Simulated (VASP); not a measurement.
# ZnS (F-43m) in VASP: further runs

Runs on ZnS. Level: HSE06. Tasks: single point.

Program: VASP 6.6.1. These are calculated values, not measurements. Logs are shortened: lines on timing, memory, paths and dates and some standing lists are left out, and cuts for length are marked.

## (1) The cell of the first run

The structure is cubic, space group F-43m (No. 216). Conventional cell: a = 5.321 Å, b = 5.321 Å, c = 5.321 Å, α = 90.00°, β = 90.00°, γ = 90.00°. Zn (site symmetry -43m) has 4 S at 2.30 Å within 3.0 Å. S (site symmetry -43m) has 4 Zn at 2.30 Å within 3.0 Å.

## (2) Single point, HSE06 (volume scaled by 0.94)

Input file POSCAR:

```
ZnS
1.0
    0.0000000000      2.6603390394      2.6603390394
    2.6603390394      0.0000000000      2.6603390394
    2.6603390394      2.6603390394      0.0000000000
Zn S
1 1
Direct
    0.2500000000      0.2500000000      0.2500000000
    0.0000000000      0.0000000000      0.0000000000
```

Input file INCAR.step1:

```
PREC = Accurate ; ENCUT = 520
EDIFF = 1E-5 ; ISMEAR = 0
SIGMA = 0.02 ; LREAL = False
LASPH = True ; NELM = 100
ALGO = Normal ; ISIF = 2
LWAVE = True ; NBANDS = 16
GGA = PE
```

Input file INCAR.step2:

```
PREC = Accurate ; ENCUT = 520
EDIFF = 1E-6 ; ISMEAR = 0
SIGMA = 0.02 ; LREAL = False
LASPH = True ; NELM = 100
ALGO = Normal ; ISIF = 2
LWAVE = False ; LCHARG = True
GGA = PE ; LHFCALC = True
HFSCREEN = 0.2079 ; PRECFOCK = Normal
LELF = True ; LVHAR = True
NBANDS = 16 ; ISTART = 1
```

Input file KPOINTS:

```
regular mesh
0
Gamma
  4 4 4
```

Potentials or basis: VASP PAW PBE potentials, release 64 (Zn, S).

Launch:

```bash
cat potpaw_PBE.64/Zn/POTCAR potpaw_PBE.64/S/POTCAR > POTCAR
cp INCAR.step1 INCAR
mpirun -np 1 vasp_std > vasp.out
cp INCAR.step2 INCAR
mpirun -np 1 vasp_std > vasp.out
```

OUTCAR:

```text
PREC = Accurate
   ENCUT = 520
   EDIFF = 1E-6
   ISMEAR = 0
   LREAL = False
   LASPH = True
   NELM = 100
   ISIF = 2
   GGA = PE
   LHFCALC = True
   HFSCREEN = 0.2079
   PRECFOCK = Normal
   ISTART = 1

 ion  position               nearest neighbor table
   1  0.250  0.250  0.250-   2 2.30   2 2.30   2 2.30   2 2.30
   2  0.000  0.000  0.000-   1 2.30   1 2.30   1 2.30   1 2.30

  LATTYP: Found a face centered cubic cell.
 ALAT       =     5.3206780788

  Lattice vectors:

 A1 = (   0.0000000000,   2.6603390394,   2.6603390394)
 A2 = (   2.6603390394,   0.0000000000,   2.6603390394)
 A3 = (   2.6603390394,   2.6603390394,   0.0000000000)

Analysis of symmetry for initial positions (statically):
=====================================================================
 Subroutine PRICEL returns:
 Original cell was already a primitive cell.

 Routine SETGRP: Setting up the symmetry group for a
 face centered cubic supercell.

 Subroutine GETGRP returns: Found 24 space group operations
 (whereof 24 operations were pure point group operations)
 out of a pool of 48 trial point group operations.

The static configuration has the point symmetry T_d .

Analysis of symmetry for dynamics (positions and initial velocities):
=====================================================================
 Subroutine PRICEL returns:
 Original cell was already a primitive cell.

 Routine SETGRP: Setting up the symmetry group for a
 face centered cubic supercell.

 Subroutine GETGRP returns: Found 24 space group operations
 (whereof 24 operations were pure point group operations)
 out of a pool of 48 trial point group operations.

The dynamic configuration has the point symmetry T_d .

 Subroutine INISYM returns: Found 24 space group operations
 (whereof 24 operations are pure point group operations),
 and found     1 'primitive' translations

----------------------------------------------------------------------------------------

                                     Primitive cell

  volume of cell :      37.6566

  direct lattice vectors                    reciprocal lattice vectors
     0.000000000  2.660339039  2.660339039    -0.187945970  0.187945970  0.187945970
     2.660339039  0.000000000  2.660339039     0.187945970 -0.187945970  0.187945970
     2.660339039  2.660339039  0.000000000     0.187945970  0.187945970 -0.187945970

  length of vectors
     3.762287550  3.762287550  3.762287550     0.325531968  0.325531968  0.325531968

  position of ions in fractional coordinates (direct lattice)
     0.250000000  0.250000000  0.250000000
     0.000000000  0.000000000  0.000000000

  ion indices of the primitive-cell ions
   primitive index   ion index
                 1           1
                 2           2

----------------------------------------------------------------------------------------

 KPOINTS: regular mesh

Automatic generation of k-mesh.
 Grid dimensions read from file:
 generate k-points for:    4    4    4

 Generating k-lattice:

  Cartesian coordinates                     Fractional coordinates (reciprocal lattice)
    -0.046986492  0.046986492  0.046986492     0.250000000  0.000000000  0.000000000
     0.046986492 -0.046986492  0.046986492     0.000000000  0.250000000  0.000000000
     0.046986492  0.046986492 -0.046986492     0.000000000  0.000000000  0.250000000

  Length of vectors
     0.081382992  0.081382992  0.081382992

  Shift w.r.t. Gamma in fractional coordinates (k-lattice)
     0.000000000  0.000000000  0.000000000

 Subroutine IBZKPT returns following result:
 ===========================================

 Found      8 irreducible k-points:

 Following reciprocal coordinates:
            Coordinates               Weight
  0.000000  0.000000  0.000000      1.000000
  0.250000  0.000000  0.000000      8.000000
  0.500000  0.000000  0.000000      4.000000
  0.250000  0.250000  0.000000      6.000000
  0.500000  0.250000  0.000000     24.000000
 -0.250000  0.250000  0.000000     12.000000
  0.500000  0.500000  0.000000      3.000000
 -0.250000  0.500000  0.250000      6.000000
   k-points           NKPTS =      8   k-points in BZ     NKDIM =     64   number of bands    NBANDS=     16
   number of dos      NEDOS =    301   number of ions     NIONS =      2
   total plane-waves  NPLWV =  21952
   dimension x,y,z NGX =    28 NGY =   28 NGZ =   28
   dimension x,y,z NGXF=    56 NGYF=   56 NGZF=   56
   ions per type =               1   1
   NGX,Y,Z   is equivalent  to a cutoff of  12.37, 12.37, 12.37 a.u.
   NGXF,Y,Z  is equivalent  to a cutoff of  24.74, 24.74, 24.74 a.u.
 SYSTEM =  unknown system
   PREC   = accura    normal or accurate (medium, high low for compatibility)
   ISTART =      1    job   : 0-new  1-cont  2-samecut
   ICHARG =      0    charge: 1-file 2-atom 10-const
   ISPIN  =      1    spin polarized calculation?
   LNONCOLLINEAR =      F non collinear calculations
   LSORBIT =      F    spin-orbit coupling
   LASPH  =      T    aspherical Exc in radial PAW
   ENCUT  =  520.0 eV  38.22 Ry    6.18 a.u.   7.00  7.00  7.00*2*pi/ulx,y,z
   NELM   =    100;   NELMIN=  2; NELMDL=  0     # of ELM steps
   EDIFF  = 0.1E-05   stopping-criterion for ELM
   LREAL  =      F    real-space projection
   EDIFFG = 0.1E-04   stopping-criterion for IOM
   NSW    =      0    number of steps for IOM
   IBRION =     -1    ionic relax: 0-MD 1-quasi-New 2-CG
   NFREE  =      0    steps in history (QN), initial steepest desc. (CG)
   ISIF   =      2    stress and relaxation
   ISYM   =      3    0-nonsym 1-usesym 2-fastsym
   POTIM  = 0.5000    time-step for ionic-motion
   TEBEG  =    0.0;   TEEND  =   0.0 temperature during run
   PSTRESS=    0.0 pullay stress
   NELECT =      18.0000    total number of electrons
   NUPDOWN=      -1.0000    fix difference up-down
   EMIN   =  10.00;   EMAX   =-10.00  energy-range for DOS
   EFERMI =   0.00;   METHOD = LEGACY
   ISMEAR =     0;   SIGMA  =   0.02  broadening in eV -4-tet -1-fermi 0-gaus
   EFERMI_NEDOS =   21; number of points for ismear=-14 and -15
   IALGO  =     38    algorithm
   IMIX   =      1    mixing-type and parameters
     AMIX     =   0.40;   BMIX     =  1.00
     AMIX_MAG =   1.60;   BMIX_MAG =  1.00
  volume/ion in A,a.u.               =      18.83       127.06
  Fermi-wavevector in a.u.,A,eV,Ry     =   1.280026  2.418898 22.292680  1.638466
  Thomas-Fermi vector in A             =   2.412477
   LORBIT       =      0    0 simple, 1 ext, 2 COOP (PROOUT), +10 PAW based schemes
   GGA     = PE    functional components
   LHFCALC =     T    Hartree Fock is set to
   PRECFOCK=normal    Normal, Fast or Accurate (Low or Medium for compatibility)
   ENCUT4O =  -1.0   cutoff for four orbital integrals eV
   NKREDX  =     1    reduce k-point grid by
   NKREDY  =     1    reduce k-point grid by
   NKREDZ  =     1    reduce k-point grid by
   AEXX    =    0.2500 exact exchange contribution
   HFSCREEN=    0.2079 screening length (either q_TF or 0.3 A-1)
   HFSCREENC=   0.2079 screening length for correlation (either q_TF or 0.3 A-1)
   ENCUTFOCK=  -1.0 apply spherical cutoff to Coloumb kernel
   IVDW    =     0    specifies the selected vdW correction
   LEPSILON=     F    determine dielectric tensor
   LRPA    =     F    only Hartree local field effects (RPA)
 non-spin polarized calculation
 Gauss-broadening in eV      SIGMA  =   0.02
  energy-cutoff  :      520.00
  volume of cell :       37.66
 maximum number of plane-waves:      1036
  NGX = 24; NGY = 24; NGZ = 24

 number of electron      18.0000019 magnetization

 Free energy of the ion-electron system (eV)
  ---------------------------------------------------
  ext. energy  EPLUGINS =         0.00000000
  ---------------------------------------------------
  free energy    TOTEN  =        -8.30039061 eV

  energy without entropy =       -8.30039061  energy(sigma->0) =       -8.30039061

 E-fermi :   2.0202     XC(G=0):  -8.1378

 val. band max:        1.8315471890   @ k =   0.0000   0.0000   0.0000
 cond. band min:       5.4002654482   @ k =   0.0000   0.0000   0.0000
 fundamental gap:      3.5687182591
 Fermi energy:         2.0202492013

 k-point     1 :       0.0000    0.0000    0.0000
  band No.  band energies     occupation
      1     -12.8305      2.00000
      2      -6.1978      2.00000
      3      -6.1978      2.00000
      4      -6.1978      2.00000
      5      -5.7000      2.00000
      6      -5.6999      2.00000
      7       1.8315      2.00000
      8       1.8315      2.00000
      9       1.8315      2.00000
     10       5.4003      0.00000
     11       9.4844      0.00000
     12       9.4844      0.00000
     13       9.4844      0.00000
     14      15.0970      0.00000
     15      15.0970      0.00000
     16      15.5109      0.00000

 k-point     2 :       0.2500    0.0000    0.0000
  band No.  band energies     occupation
      1     -12.3377      2.00000
      2      -6.1279      2.00000
      3      -6.1279      2.00000
      4      -6.0844      2.00000
      5      -5.6991      2.00000
      6      -5.6991      2.00000
      7      -1.3512      2.00000
      8       1.2977      2.00000
      9       1.2977      2.00000
     10       6.7239      0.00000
     11      10.1687      0.00000
     12      10.1688      0.00000
     13      10.2172      0.00000
     14      14.2114      0.00000
     15      14.2114      0.00000
     16      15.5164      0.00000

 k-point     3 :       0.5000    0.0000    0.0000
  band No.  band energies     occupation
      1     -11.7482      2.00000
      2      -6.0784      2.00000
      3      -6.0783      2.00000
      4      -5.6713      2.00000
      5      -5.6712      2.00000
      6      -5.4409      2.00000
      7      -4.1031      2.00000
      8       0.8447      2.00000
      9       0.8447      2.00000
     10       6.4839      0.00000
     11       9.9879      0.00000
     12       9.9879      0.00000
     13      12.2259      0.00000
     14      15.7221      0.00000
     15      16.9799      0.00000
     16      16.9799      0.00000

 k-point     4 :       0.2500    0.2500    0.0000
  band No.  band energies     occupation
      1     -12.1731      2.00000
      2      -6.1741      2.00000
      3      -6.0455      2.00000
      4      -6.0455      2.00000
      5      -5.7363      2.00000
      6      -5.6616      2.00000
      7      -1.0045      2.00000
      8       0.4146      2.00000
      9       0.4146      2.00000
     10       7.3917      0.00000
     11       7.8655      0.00000
     12      11.9164      0.00000
     13      11.9164      0.00000
     14      11.9999      0.00000
     15      15.9357      0.00000
     16      19.7042      0.00000

 k-point     5 :       0.5000    0.2500    0.0000
  band No.  band energies     occupation
      1     -11.5827      2.00000
      2      -6.0651      2.00000
      3      -5.9647      2.00000
      4      -5.8324      2.00000
      5      -5.6569      2.00000
      6      -5.4467      2.00000
      7      -3.2388      2.00000
      8      -0.8954      2.00000
      9       0.0089      2.00000
     10       7.3010      0.00000
     11       9.2514      0.00000
     12      11.3753      0.00000
     13      12.1642      0.00000
     14      15.3966      0.00000
     15      17.1182      0.00000
     16      18.7274      0.00000

 k-point     6 :      -0.2500    0.2500    0.0000
  band No.  band energies     occupation
      1     -11.7802      2.00000
      2      -6.0598      2.00000
      3      -6.0347      2.00000
      4      -5.8194      2.00000
      5      -5.7171      2.00000
      6      -5.5979      2.00000
      7      -2.6491      2.00000
      8      -1.0357      2.00000
      9       0.8022      2.00000
     10       8.1242      0.00000
     11       9.8609      0.00000
     12      10.4702      0.00000
     13      11.1674      0.00000
     14      13.5767      0.00000
     15      16.9961      0.00000
     16      18.4324      0.00000

 k-point     7 :       0.5000    0.5000    0.0000
  band No.  band energies     occupation
      1     -11.3882      2.00000
      2      -6.1040      2.00000
      3      -5.8515      2.00000
      4      -5.8515      2.00000
      5      -5.6232      2.00000
      6      -5.4007      2.00000
      7      -3.3860      2.00000
      8      -0.7008      2.00000
      9      -0.7008      2.00000
     10       6.1032      0.00000
     11       7.0790      0.00000
     12      14.7761      0.00000
     13      15.8790      0.00000
     14      15.8790      0.00000
     15      17.2307      0.00000
     16      18.1436      0.00000

 k-point     8 :      -0.2500    0.5000    0.2500
  band No.  band energies     occupation
      1     -11.3832      2.00000
      2      -6.0219      2.00000
      3      -5.9278      2.00000
      4      -5.7482      2.00000
      5      -5.7234      2.00000
      6      -5.2025      2.00000
      7      -3.2474      2.00000
      8      -1.3449      2.00000
      9      -1.2690      2.00000
     10       8.6089      0.00000
     11       9.5974      0.00000
     12      11.1753      0.00000
     13      11.2505      0.00000
     14      16.4136      0.00000
     15      17.6480      0.00000
     16      18.5352      0.00000

------------------------ aborting loop because EDIFF is reached ----------------------------------------

  FORCE on cell =-STRESS in cart. coord.  units (eV):
  Direction    XX          YY          ZZ          XY          YZ          ZX
  --------------------------------------------------------------------------------------
  -------------------------------------------------------------------------------------
  Total        1.2403733      1.2403733      1.2403733     -0.0000000      0.0000000      0.0000000
  in kB       52.7742466     52.7742466     52.7742466     -0.0000000      0.0000000      0.0000000
  external PRESSURE =      52.7742466 kB  Pullay stress =       0.0000000 kB

 VOLUME and BASIS-vectors are now :
 -----------------------------------------------------------------------------
  energy-cutoff  :      520.00
  volume of cell :       37.66
      direct lattice vectors                 reciprocal lattice vectors
     0.000000000  2.660339039  2.660339039    -0.187945970  0.187945970  0.187945970
     2.660339039  0.000000000  2.660339039     0.187945970 -0.187945970  0.187945970
     2.660339039  2.660339039  0.000000000     0.187945970  0.187945970 -0.187945970

 POSITION                                       TOTAL-FORCE (eV/Angst)
 -----------------------------------------------------------------------------------
      1.33017      1.33017      1.33017        -0.000000      0.000000      0.000000
      0.00000      0.00000      0.00000         0.000000     -0.000000     -0.000000
 -----------------------------------------------------------------------------------
    total drift:                               -0.000180     -0.000133     -0.000080

  FREE ENERGIE OF THE ION-ELECTRON SYSTEM (eV)
  ---------------------------------------------------
  free  energy   TOTEN  =        -8.3003906121 eV

  energy  without entropy=       -8.3003906121  energy(sigma->0) =       -8.30039061
```

It took 10 min on 1 thread of AMD EPYC 7R13 (Zen 3), shared host; peak memory 0.23 GiB.

Results:

* Free energy: -8.3004 eV
* Pressure: 5.3 GPa
* Band gap on the k mesh: 3.57 eV, direct

Caveat: the k points lie up to 0.51 Å⁻¹ apart; the PAW data sets were made with another functional, which shifts forces and pressure a little.

## (3) Single point, HSE06 (volume scaled by 0.97)

Input file POSCAR:

```
ZnS
1.0
    0.0000000000      2.6883446663      2.6883446663
    2.6883446663      0.0000000000      2.6883446663
    2.6883446663      2.6883446663      0.0000000000
Zn S
1 1
Direct
    0.2500000000      0.2500000000      0.2500000000
    0.0000000000      0.0000000000      0.0000000000
```

Input file INCAR.step1:

```
SYSTEM = ZnS
ALGO = Normal
EDIFF = 1E-5
ENCUT = 520
GGA = PE
ISIF = 2
ISMEAR = 0
LASPH = .True.
LCHARG = .False.
LREAL = .False.
LWAVE = .True.
NBANDS = 16
NELM = 100
PREC = Accurate
SIGMA = 0.02
```

Input file INCAR.step2:

```
SYSTEM = ZnS
ALGO = Normal
EDIFF = 1E-7
ENCUT = 520
GGA = PE
HFSCREEN = 0.2079
ISIF = 2
ISMEAR = 0
ISTART = 1
LASPH = .True.
LCHARG = .False.
LHFCALC = .True.
LREAL = .False.
LWAVE = .False.
NBANDS = 16
NELM = 100
PREC = Accurate
PRECFOCK = Normal
SIGMA = 0.02
```

Input file KPOINTS:

```
k-points
0
Gamma
  4 4 4
  0 0 0
```

Potentials or basis: VASP PAW PBE potentials, release 64 (Zn, S).

Launch:

```bash
cat potpaw_PBE.64/Zn/POTCAR potpaw_PBE.64/S/POTCAR > POTCAR
cp INCAR.step1 INCAR
mpirun -np 1 vasp_std > vasp.out
cp INCAR.step2 INCAR
mpirun -np 1 vasp_std > vasp.out
```

It took 29 min on 1 thread of AMD EPYC 7R13 (Zen 3), shared host; peak memory 0.23 GiB.

It converged, with:

| Item | Value |
| --- | --- |
| Free energy | -8.3296 eV |
| Pressure | 2.5 GPa |
| Band gap on the k mesh | 3.42 eV, direct |

Levels at points of the mesh, in eV from the valence-band top:
```
           k point  band 7  band 8  band 9  band 10  band 11  band 12
(0.00, 0.00, 0.00)    0.00    0.00    0.00     3.42     7.67     7.67
(0.50, 0.00, 0.00)   -5.70   -0.94   -0.94     4.58     8.17     8.17
(0.50, 0.50, 0.00)   -5.06   -2.41   -2.41     4.34     5.26    12.68
```

Caveat: the k points lie up to 0.51 Å⁻¹ apart; the PAW data sets were made with another functional, which shifts forces and pressure a little.

(Continued in part 2 of 2.)
